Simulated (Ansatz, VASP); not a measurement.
Au: VASP beside Ansatz

The input INCAR:

```
ALGO = Normal
EDIFF = 1E-6
ENCUT = 520
GGA = PE
ISIF = 2
ISMEAR = -1
LASPH = True
LCHARG = False
LREAL = False
LWAVE = False
NBANDS = 12
NELM = 80
PREC = Accurate
SIGMA = 0.05
```

Contents of KPOINTS:

```
k-points
0
Gamma
  11 11 11
```

POSCAR

```
Au
1.0
   -1.6234376908      1.6234376908      1.6234376908
    1.6234376908     -1.6234376908      1.6234376908
    1.6234376908      1.6234376908     -1.6234376908
Au
1
Direct
    0.0000000000      0.0000000000      0.0000000000
```

The input input.yaml:

```yaml
crystal:
  lattice:
    - [-1.6234376908, 1.6234376908, 1.6234376908]
    - [1.6234376908, -1.6234376908, 1.6234376908]
    - [1.6234376908, 1.6234376908, -1.6234376908]
  atoms:
    - { symbol: Au, position: [0.0, 0.0, 0.0] }
kpoints:
  mp_grid: { grid: [11, 11, 11] }
scf:
  occupations: { method: fermi_dirac, width: 0.05 }
hamiltonian:
  xc: pbe
  pseudopotentials: { kind: all_electron, lapw: { basis_error: 0.0005 } }
output:
  forces: true
  stress: true
  eigenvalues: true
```

Change from the starting cell: volume scaled by 0.94.

Alike in both runs: task single point; functional PBE; k mesh 11 × 11 × 11; occupations fermi-dirac, width 0.05 eV; no spin polarisation.

|  | VASP | Ansatz |
| --- | --- | --- |
| version | VASP 6.6.1 | Ansatz 0.2.0 |
| potentials or method | VASP PAW PBE potentials, release 64 (Au), cutoff 520 eV | all-electron LAPW, scalar-relativistic |

Ansatz gave:

- gap on the k mesh at the Fermi level (eV): none
- pressure (GPa): 8.6

Problem. Estimate VASP's values.

Solution. gap on the k mesh at the Fermi level (eV): none; pressure (GPa): 8.4.

A gap of «none» marks a metal or a gap that the smearing closes. Ansatz ran all-electron here, and VASP with PAW potentials.

Spin-orbit coupling is off throughout.
